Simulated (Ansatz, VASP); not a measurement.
Y in VASP and in Ansatz

Contents of POSCAR:

```
Y
1.0
    0.0000000000      2.4850000000      2.6713750000
    2.4850000000      0.0000000000      2.6713750000
    2.4850000000      2.4850000000      0.0000000000
Y
1
Direct
    0.0000000000      0.0000000000      0.0000000000
```

The input INCAR.step1:

```
PREC = Accurate
ENCUT = 520
ISMEAR = 0
SIGMA = 0.15
LREAL = False
LASPH = True
NELM = 60
NBANDS = 12
GGA = PE
ALGO = Normal
EDIFF = 1E-4
LWAVE = True
LCHARG = False
```

File INCAR.step2:

```
PREC = Accurate
ENCUT = 520
EDIFF = 1E-7
ISMEAR = 0
SIGMA = 0.15
LREAL = False
LASPH = True
NELM = 60
ALGO = Normal
ISIF = 2
LWAVE = False
LCHARG = True
METAGGA = R2SCAN
LMIXTAU = True
LELF = True
LVHAR = True
NBANDS = 12
ISTART = 1
```

The input KPOINTS:

```
Automatic mesh
0
Gamma
  16 16 16
```

Input for Ansatz:

```yaml
crystal:
  lattice:
    - [0.0, 2.485, 2.671375]
    - [2.485, 0.0, 2.671375]
    - [2.485, 2.485, 0.0]
  atoms:
    - { symbol: "Y", position: [0.0, 0.0, 0.0] }
basis:
  ecutwfc: 500
kpoints:
  mp_grid: { grid: [16, 16, 16] }
hamiltonian:
  xc: r2scan
scf:
  occupations: { method: gaussian, width: 0.15 }
output:
  forces: true
  stress: true
  eigenvalues: true
```

Change from the starting cell: strain +0.0750 x Voigt [0, 0, 1, 0, 0, 0], atoms carried along.

Alike in both runs: task single point; functional r2SCAN; k mesh 16 × 16 × 16; occupations gaussian, width 0.15 eV; no spin polarisation.

|  | VASP | Ansatz |
| --- | --- | --- |
| version | VASP 6.6.1 | Ansatz 0.2.0 |
| potentials or method | VASP PAW PBE potentials, release 64 (Y_sv), cutoff 520 eV | scalar-relativistic, plane waves, PAW |
| valence electrons in the cell | 11 | 11 |

Ansatz gave:

| Quantity | Value |
| --- | --- |
| gap on the k mesh at the Fermi level (eV) | none |
| pressure (GPa) | 0.2 |
| traceless stress, the component that is largest in VASP (GPa) | -0.94 |

**Question.** What did VASP give for the same quantities?

**Answer.** gap on the k mesh at the Fermi level (eV): none; pressure (GPa): 0.3; traceless stress, the component that is largest in VASP (GPa): -0.93.

VASP's potentials were made for PBE, not for r2SCAN. A gap of «none» marks a metal or a gap that the smearing closes. The functional is the same, so the differences come from potentials, cutoffs and numerics.
